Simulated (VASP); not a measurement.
# Os (P6_3/mmc) in VASP: further runs

Runs on Os. Level: PBEsol. Tasks: single point.

Everything below comes from runs of VASP 6.6.1. Logs are shortened: lines on timing, memory, paths and dates and some standing lists are left out, and cuts for length are marked.

## 1. The cell of the first run

Symmetry: P6_3/mmc, No. 194, hexagonal system. The conventional cell has a = 2.811 Å, b = 2.811 Å, c = 4.086 Å, α = 90.00°, β = 90.00°, γ = 120.00°. Os (site symmetry -6m2) has 12 Os at 2.61 to 2.81 Å within 3.4 Å.

## 2. Single point, PBEsol

INCAR

```
SYSTEM = Os
PREC = Accurate
ENCUT = 520
EDIFF = 1E-6
ISMEAR = 0
SIGMA = 0.15
LREAL = .False.
LASPH = .True.
NELM = 60
ALGO = Fast
ISIF = 2
LWAVE = .False.
LCHARG = .True.
GGA = PS
LELF = .True.
LVHAR = .True.
NBANDS = 15
```

KPOINTS

```
regular mesh
0
Gamma
  24 24 12
  0 0 0
```

POSCAR

```
Os
1.0
    2.8111570911      0.0000000000      0.0000000000
   -1.4055785456      2.4345334549      0.0000000000
    0.0000000000      0.0000000000      4.0861296088
Os
2
Direct
    0.3333333333      0.6666666667      0.2500000000
    0.6666666667      0.3333333333      0.7500000000
```

Potentials or basis: VASP PAW PBE potentials, release 64 (Os).

On the command line:

```
$ cat potpaw_PBE.64/Os/POTCAR > POTCAR
$ mpirun -np 1 vasp_std > vasp.out
```

OUTCAR:

```text
SYSTEM = Os
   PREC = Accurate
   ENCUT = 520
   EDIFF = 1E-6
   ISMEAR = 0
   LREAL = .False.
   LASPH = .True.
   NELM = 60
   ISIF = 2
   GGA = PS

 ion  position               nearest neighbor table
   1  0.333  0.667  0.250-   2 2.61   2 2.61   2 2.61   2 2.61   2 2.61   2 2.61
   2  0.667  0.333  0.750-   1 2.61   1 2.61   1 2.61   1 2.61   1 2.61   1 2.61

  LATTYP: Found a hexagonal cell.
 ALAT       =     2.8111570911
 C/A-ratio  =     1.4535401176

  Lattice vectors:

 A1 = (   2.8111570911,   0.0000000000,   0.0000000000)
 A2 = (  -1.4055785456,   2.4345334549,   0.0000000000)
 A3 = (   0.0000000000,   0.0000000000,   4.0861296088)

Analysis of symmetry for initial positions (statically):
=====================================================================
 Subroutine PRICEL returns:
 Original cell was already a primitive cell.

 Routine SETGRP: Setting up the symmetry group for a
 hexagonal supercell.

 Subroutine GETGRP returns: Found 24 space group operations
 (whereof 12 operations were pure point group operations)
 out of a pool of 24 trial point group operations.

The static configuration has the point symmetry D_3d.
 The point group associated with its full space group is D_6h.

Analysis of symmetry for dynamics (positions and initial velocities):
=====================================================================
 Subroutine PRICEL returns:
 Original cell was already a primitive cell.

 Routine SETGRP: Setting up the symmetry group for a
 hexagonal supercell.

 Subroutine GETGRP returns: Found 24 space group operations
 (whereof 12 operations were pure point group operations)
 out of a pool of 24 trial point group operations.

The dynamic configuration has the point symmetry D_3d.
 The point group associated with its full space group is D_6h.

 Subroutine INISYM returns: Found 24 space group operations
 (whereof 12 operations are pure point group operations),
 and found     1 'primitive' translations

----------------------------------------------------------------------------------------

                                     Primitive cell

  volume of cell :      27.9649

  direct lattice vectors                    reciprocal lattice vectors
     2.811157091  0.000000000  0.000000000     0.355725407  0.205378159  0.000000000
    -1.405578546  2.434533455  0.000000000     0.000000000  0.410756319  0.000000000
     0.000000000  0.000000000  4.086129609     0.000000000  0.000000000  0.244730367

  length of vectors
     2.811157091  2.811157091  4.086129609     0.410756319  0.410756319  0.244730367

  position of ions in fractional coordinates (direct lattice)
     0.333333333  0.666666667  0.250000000
     0.666666667  0.333333333  0.750000000

  ion indices of the primitive-cell ions
   primitive index   ion index
                 1           1
                 2           2

----------------------------------------------------------------------------------------

 KPOINTS: regular mesh

Automatic generation of k-mesh.
 Grid dimensions read from file:
 generate k-points for:   24   24   12

 Generating k-lattice:

  Cartesian coordinates                     Fractional coordinates (reciprocal lattice)
     0.014821892  0.008557423  0.000000000     0.041666667  0.000000000  0.000000000
     0.000000000  0.017114847  0.000000000     0.000000000  0.041666667  0.000000000
     0.000000000  0.000000000  0.020394197     0.000000000  0.000000000  0.083333333

  Length of vectors
     0.017114847  0.017114847  0.020394197

  Shift w.r.t. Gamma in fractional coordinates (k-lattice)
     0.000000000  0.000000000  0.000000000

 Subroutine IBZKPT returns following result:
 ===========================================

 Found    427 irreducible k-points:

 Following reciprocal coordinates:
            Coordinates               Weight
  0.000000  0.000000  0.000000      1.000000
  0.041667  0.000000  0.000000      6.000000
  0.083333 -0.000000  0.000000      6.000000
  0.125000  0.000000  0.000000      6.000000
  0.166667  0.000000  0.000000      6.000000
  0.208333  0.000000  0.000000      6.000000
[... 16 lines left out ...]
  0.416667  0.041667  0.000000     12.000000
  0.458333  0.041667  0.000000     12.000000
 [... further k-points ...]
   k-points           NKPTS =    427   k-points in BZ     NKDIM =    427   number of bands    NBANDS=     15
   number of dos      NEDOS =    301   number of ions     NIONS =      2
   total plane-waves  NPLWV =  17280
   dimension x,y,z NGX =    24 NGY =   24 NGZ =   30
   dimension x,y,z NGXF=    48 NGYF=   48 NGZF=   60
   ions per type =               2
   NGX,Y,Z   is equivalent  to a cutoff of  14.19, 14.19, 12.21 a.u.
   NGXF,Y,Z  is equivalent  to a cutoff of  28.39, 28.39, 24.41 a.u.
 SYSTEM =  Os
   PREC   = accura    normal or accurate (medium, high low for compatibility)
   ISTART =      0    job   : 0-new  1-cont  2-samecut
   ICHARG =      2    charge: 1-file 2-atom 10-const
   ISPIN  =      1    spin polarized calculation?
   LNONCOLLINEAR =      F non collinear calculations
   LSORBIT =      F    spin-orbit coupling
   LASPH  =      T    aspherical Exc in radial PAW
   ENCUT  =  520.0 eV  38.22 Ry    6.18 a.u.   5.23  5.23  7.60*2*pi/ulx,y,z
   NELM   =     60;   NELMIN=  2; NELMDL= -5     # of ELM steps
   EDIFF  = 0.1E-05   stopping-criterion for ELM
   LREAL  =      F    real-space projection
   EDIFFG = 0.1E-04   stopping-criterion for IOM
   NSW    =      0    number of steps for IOM
   IBRION =     -1    ionic relax: 0-MD 1-quasi-New 2-CG
   NFREE  =      0    steps in history (QN), initial steepest desc. (CG)
   ISIF   =      2    stress and relaxation
   ISYM   =      2    0-nonsym 1-usesym 2-fastsym
   POTIM  = 0.5000    time-step for ionic-motion
   TEBEG  =    0.0;   TEEND  =   0.0 temperature during run
   PSTRESS=    0.0 pullay stress
   NELECT =      16.0000    total number of electrons
   NUPDOWN=      -1.0000    fix difference up-down
   EMIN   =  10.00;   EMAX   =-10.00  energy-range for DOS
   EFERMI =   0.00;   METHOD = LEGACY
   ISMEAR =     0;   SIGMA  =   0.15  broadening in eV -4-tet -1-fermi 0-gaus
   EFERMI_NEDOS =   21; number of points for ismear=-14 and -15
   IALGO  =     68    algorithm
   IMIX   =      4    mixing-type and parameters
     AMIX     =   0.40;   BMIX     =  1.00
     AMIX_MAG =   1.60;   BMIX_MAG =  1.00
  volume/ion in A,a.u.               =      13.98        94.36
  Fermi-wavevector in a.u.,A,eV,Ry     =   1.359076  2.568282 25.131162  1.847088
  Thomas-Fermi vector in A             =   2.485855
   LORBIT       =      0    0 simple, 1 ext, 2 COOP (PROOUT), +10 PAW based schemes
   GGA     = PS    functional components
   LHFCALC =     F    Hartree Fock is set to
   AEXX    =    0.0000 exact exchange contribution
   IVDW    =     0    specifies the selected vdW correction
   LEPSILON=     F    determine dielectric tensor
   LRPA    =     F    only Hartree local field effects (RPA)
 non-spin polarized calculation
 RMM-DIIS sequential band-by-band and
 Gauss-broadening in eV      SIGMA  =   0.15
  energy-cutoff  :      520.00
  volume of cell :       27.96
 maximum number of plane-waves:       768
 NGX is ok and might be reduce to    24

 number of electron      16.0000000 magnetization

 Free energy of the ion-electron system (eV)
  ---------------------------------------------------
  ext. energy  EPLUGINS =         0.00000000
  ---------------------------------------------------
  free energy    TOTEN  =       -24.26696995 eV

  energy without entropy =      -24.25576322  energy(sigma->0) =      -24.26136658

 E-fermi :   9.3535     XC(G=0): -14.1450

 val. band max:        9.3483283544   @ k =   0.2083   0.0000   0.2500
 cond. band min:       9.3585693017   @ k =   0.2083   0.1667   0.0000
 fundamental gap:      0.0102409474
 Fermi energy:         9.3534837200

 k-point     1 :       0.0000    0.0000    0.0000
  band No.  band energies     occupation
      1      -1.6720      2.00000
      2       1.5326      2.00000
      3       6.0989      2.00000
      4       6.0989      2.00000
      5       6.9981      2.00000
      6       6.9981      2.00000
      7       7.1921      2.00000
      8       7.1921      2.00000
      9       7.4631      2.00000
     10      10.3432      0.00000
     11      10.9981      0.00000
     12      10.9981      0.00000
     13      19.4003      0.00000
     14      23.0017      0.00000
     15      27.3524      0.00000

 k-point     2 :       0.0417    0.0000    0.0000
  band No.  band energies     occupation
      1      -1.6056      2.00000
      2       1.5856      2.00000
      3       5.9805      2.00000
      4       6.1558      2.00000
      5       6.9409      2.00000
      6       6.9495      2.00000
      7       7.1577      2.00000
      8       7.2435      2.00000
      9       7.5650      2.00000
     10       9.6929      0.00137
     11      11.0420      0.00000
     12      11.7483      0.00000
     13      19.4105      0.00000
     14      23.1347      0.00000
     15      27.4144      0.00000

 k-point     3 :       0.0833   -0.0000    0.0000
  band No.  band energies     occupation
      1      -1.4092      2.00000
      2       1.7383      2.00000
      3       5.6991      2.00000
      4       6.3253      2.00000
      5       6.7518      2.00000
      6       6.8133      2.00000
      7       7.0627      2.00000
      8       7.3965      2.00000
      9       7.8073      2.00000
     10       8.9431      1.99989
     11      11.1640      0.00000
     12      12.8155      0.00000
     13      19.4302      0.00000
     14      23.5156      0.00000
     15      27.6034      0.00000
[... 343 lines left out ...]
 k-point    23 :       0.4167    0.0417    0.0000
  band No.  band energies     occupation
      1       2.0756      2.00000
      2       2.2475      2.00000
      3       3.0774      2.00000
      4       5.1608      2.00000
      5       5.7617      2.00000
      6       7.3162      2.00000
      7       7.8877      2.00000
      8      10.5080      0.00000
      9      11.1656      0.00000
     10      12.3487      0.00000
     11      12.4843      0.00000
     12      15.8283      0.00000
     13      19.0499      0.00000
     14      20.2817      0.00000
     15      21.9708      0.00000

 k-point    24 :       0.4583    0.0417    0.0000
  band No.  band energies     occupation
      1       2.0703      2.00000
      2       2.2689      2.00000
      3       2.9747      2.00000
      4       5.1151      2.00000
      5       5.9632      2.00000
      6       7.2977      2.00000
      7       8.0285      2.00000
      8      10.7127      0.00000
      9      11.4445      0.00000
     10      12.5161      0.00000
     11      13.1642      0.00000
     12      14.7639      0.00000
     13      19.1021      0.00000
     14      19.8628      0.00000
     15      22.3761      0.00000

 [... further k-points ...]
[... 5 lines left out ...]
  --------------------------------------------------------------------------------------
  -------------------------------------------------------------------------------------
  Total       -2.2188977     -2.2188977      5.7853578      0.0000000     -0.0000000      0.0000000
  in kB     -127.1261403   -127.1261403    331.4574646      0.0000000     -0.0000000      0.0000000
  external PRESSURE =      25.7350613 kB  Pullay stress =       0.0000000 kB

 VOLUME and BASIS-vectors are now :
 -----------------------------------------------------------------------------
  energy-cutoff  :      520.00
  volume of cell :       27.96
      direct lattice vectors                 reciprocal lattice vectors
     2.811157091  0.000000000  0.000000000     0.355725407  0.205378159  0.000000000
    -1.405578546  2.434533455  0.000000000     0.000000000  0.410756319  0.000000000
     0.000000000  0.000000000  4.086129609     0.000000000  0.000000000  0.244730367

 POSITION                                       TOTAL-FORCE (eV/Angst)
 -----------------------------------------------------------------------------------
     -0.00000      1.62302      1.02153        -0.000000      0.000000      0.000000
      1.40558      0.81151      3.06460         0.000000     -0.000000      0.000000
 -----------------------------------------------------------------------------------
    total drift:                                0.000000     -0.000000     -0.000000

  FREE ENERGIE OF THE ION-ELECTRON SYSTEM (eV)
  ---------------------------------------------------
  free  energy   TOTEN  =       -24.2669699479 eV

  energy  without entropy=      -24.2557632186  energy(sigma->0) =      -24.26136658
```

It took 76 s on 1 thread of Intel Xeon Platinum 8488C (Sapphire Rapids), shared host; peak memory 0.27 GiB.

What came out:

```yaml
Free_energy: -24.2670 eV
Pressure: 2.6 GPa
Band_gap_on_the_k_mesh: zero (band 8 reaches 11.17 eV, above the bottom of band 9 at 7.39 eV)
```

Caveat: the PAW data sets were made with another functional, which shifts forces and pressure a little; spin-orbit coupling is left out, which moves the levels of the heavy elements.

## 3. Single point, PBEsol

This run uses another cell than the first one, of the same volume but with other edges.

INCAR

```
SYSTEM = Os
  PREC = Accurate
  ENCUT = 520
  EDIFF = 1E-6
  ISMEAR = 0
  SIGMA = 0.15
  LREAL = .FALSE.
  LASPH = .TRUE.
  NELM = 80
  ALGO = Fast
  ISIF = 2
  LWAVE = .FALSE.
  LCHARG = .FALSE.
  GGA = PS
  NBANDS = 15
```

KPOINTS

```
regular mesh
0
G
  24 24 12
  0 0 0
```

POSCAR

```
Os
1.0
    2.6486027722      0.0000000000      0.0000000000
   -1.3243013861      2.2937572853      0.0000000000
    0.0000000000      0.0000000000      4.6030819822
Os
2
Direct
    0.3333333333      0.6666666667      0.2500000000
    0.6666666667      0.3333333333      0.7500000000
```

Potentials or basis: VASP PAW PBE potentials, release 64 (Os).

On the command line:

```
$ cat potpaw_PBE.64/Os/POTCAR > POTCAR
$ mpirun -np 1 vasp_std > vasp.out
```

Run time: 84 s. Hardware: 1 thread of Intel Xeon Platinum 8488C (Sapphire Rapids), shared host; peak memory 0.26 GiB.

The run converged. Its results:

```
Free energy            : -24.1627 eV
Pressure               : 0.9 GPa
Band gap on the k mesh : zero (band 8 reaches 11.54 eV, above the bottom of band 9 at 7.80 eV)
```

Stress tensor (GPa, compression positive):
```
 20.38   0.00   0.00
  0.00  20.38   0.00
  0.00   0.00 -38.05
```

Levels at points of the mesh, in eV from the Fermi level:
| k point | band 4 | band 5 | band 6 | band 7 | band 8 | band 9 | band 10 | band 11 | band 12 | band 13 |
| --- | --- | --- | --- | --- | --- | --- | --- | --- | --- | --- |
| (0.00, 0.00, 0.00) | -2.97 | -2.97 | -2.37 | -2.37 | -1.03 | -0.68 | -0.68 | 1.76 | 1.76 | 7.76 |
| (0.50, 0.00, 0.00) | -3.26 | -2.76 | -2.54 | -2.49 | 2.21 | 2.84 | 3.17 | 4.59 | 5.94 | 9.54 |
| (0.00, 0.00, 0.50) | -4.13 | -2.96 | -2.96 | -2.96 | -2.96 | 0.93 | 0.93 | 0.93 | 0.93 | 13.59 |
| (0.50, 0.00, 0.50) | -5.74 | -0.79 | -0.79 | -0.11 | -0.11 | 3.03 | 3.03 | 3.19 | 3.19 | 9.55 |

Caveat: the PAW data sets were made with another functional, which shifts forces and pressure a little; spin-orbit coupling is left out, which moves the levels of the heavy elements.

## 4. Single point, PBEsol

This run uses another cell than the first one, of the same volume but with other edges.

INCAR

```
SYSTEM = Os
PREC = Accurate ; ENCUT = 520
EDIFF = 1E-7 ; ISMEAR = 0
SIGMA = 0.15 ; LREAL = .FALSE.
LASPH = .TRUE. ; NELM = 80
ALGO = Fast ; ISIF = 2
LWAVE = .FALSE. ; LCHARG = .FALSE.
GGA = PS ; NBANDS = 15
```

KPOINTS is that of step 3.

POSCAR

```
Os
1.0
    2.7715580545      0.0000000000      0.0000000000
   -1.3857790273      2.4002396833      0.0000000000
    0.0000000000      0.0000000000      4.2037260736
Os
2
Direct
    0.3333333333      0.6666666667      0.2500000000
    0.6666666667      0.3333333333      0.7500000000
```

On the command line:

```
$ cat potpaw_PBE.64/Os/POTCAR > POTCAR
$ mpirun -np 1 vasp_std > vasp.out
```

Run time: 94 s. Hardware: 1 thread of Intel Xeon Platinum 8488C (Sapphire Rapids), shared host; peak memory 0.27 GiB.

Results (log left out):

```
Free energy            : -24.4385 eV
Pressure               : -0.8 GPa
Band gap on the k mesh : zero (band 8 reaches 11.17 eV, above the bottom of band 9 at 7.32 eV)
```

Stress tensor (GPa, compression positive):
```
-8.46  0.00  0.00
 0.00 -8.46  0.00
 0.00  0.00 14.58
```

Levels at points of the mesh, in eV from the Fermi level:
| k point | band 6 | band 7 | band 8 | band 9 | band 10 | band 11 |
| --- | --- | --- | --- | --- | --- | --- |
| (0.00, 0.00, 0.00) | -2.20 | -2.20 | -1.97 | -1.97 | 0.46 | 1.66 |
| (0.50, 0.00, 0.00) | -2.32 | -1.62 | 1.68 | 2.37 | 2.94 | 4.24 |
| (0.00, 0.00, 0.50) | -3.49 | -3.39 | -3.39 | 0.93 | 0.93 | 0.93 |
| (0.50, 0.00, 0.50) | -1.43 | -0.24 | -0.24 | 2.11 | 2.11 | 3.23 |

Caveat: the PAW data sets were made with another functional, which shifts forces and pressure a little; spin-orbit coupling is left out, which moves the levels of the heavy elements.

## 5. Single point, PBEsol

This run uses another cell than the first one, of the same volume but with other edges.

INCAR

```
SYSTEM = Os
ALGO     = Fast           ! electronic algorithm
EDIFF    = 1E-6           ! SCF threshold, eV
ENCUT    = 520            ! plane-wave cutoff, eV
GGA      = PS             ! functional
ISIF     = 2              ! what is computed and relaxed
ISMEAR   = 0              ! smearing method
LASPH    = .TRUE.         ! aspherical terms in the spheres
LCHARG   = .FALSE.        ! write CHGCAR
LREAL    = .FALSE.        ! projectors in reciprocal space
LWAVE    = .FALSE.        ! write WAVECAR
NBANDS   = 15             ! bands
NELM     = 100            ! most SCF steps
PREC     = Accurate       ! precision mode
SIGMA    = 0.15           ! smearing width, eV
```

KPOINTS

```
k-points
0
G
  24 24 12
  0 0 0
```

POSCAR

```
Os
1.0
    2.6899938761      0.0000000000      0.0000000000
   -1.3449969381      2.3296030327      0.0000000000
    0.0000000000      0.0000000000      4.4625159954
Os
2
Direct
    0.3333333333      0.6666666667      0.2500000000
    0.6666666667      0.3333333333      0.7500000000
```

On the command line:

```
$ cat potpaw_PBE.64/Os/POTCAR > POTCAR
$ mpirun -np 1 vasp_std > vasp.out
```

It took 84 s on 1 thread of Intel Xeon Platinum 8488C (Sapphire Rapids), shared host; peak memory 0.26 GiB.

It converged, with:

| Item | Value |
| --- | --- |
| Free energy | -24.4037 eV |
| Pressure | -2.0 GPa |
| Band gap on the k mesh | zero (band 8 reaches 11.77 eV, above the bottom of band 9 at 7.72 eV) |

Stress tensor (GPa, compression positive):
```
  8.11   0.00   0.00
  0.00   8.11   0.00
  0.00   0.00 -22.37
```

Levels at points of the mesh, in eV from the Fermi level:
```tsv
k point	band 6	band 7	band 8	band 9	band 10	band 11
(0.00, 0.00, 0.00)	-2.31	-2.31	-1.13	-1.13	-0.56	1.71
(0.50, 0.00, 0.00)	-2.75	-2.24	2.44	2.44	2.87	4.52
(0.00, 0.00, 0.50)	-3.09	-3.09	-3.09	0.87	0.87	0.87
(0.50, 0.00, 0.50)	-1.01	-0.16	-0.16	2.69	2.69	3.27
```

Caveat: the PAW data sets were made with another functional, which shifts forces and pressure a little; spin-orbit coupling is left out, which moves the levels of the heavy elements.

(Continued in part 2 of 2.)
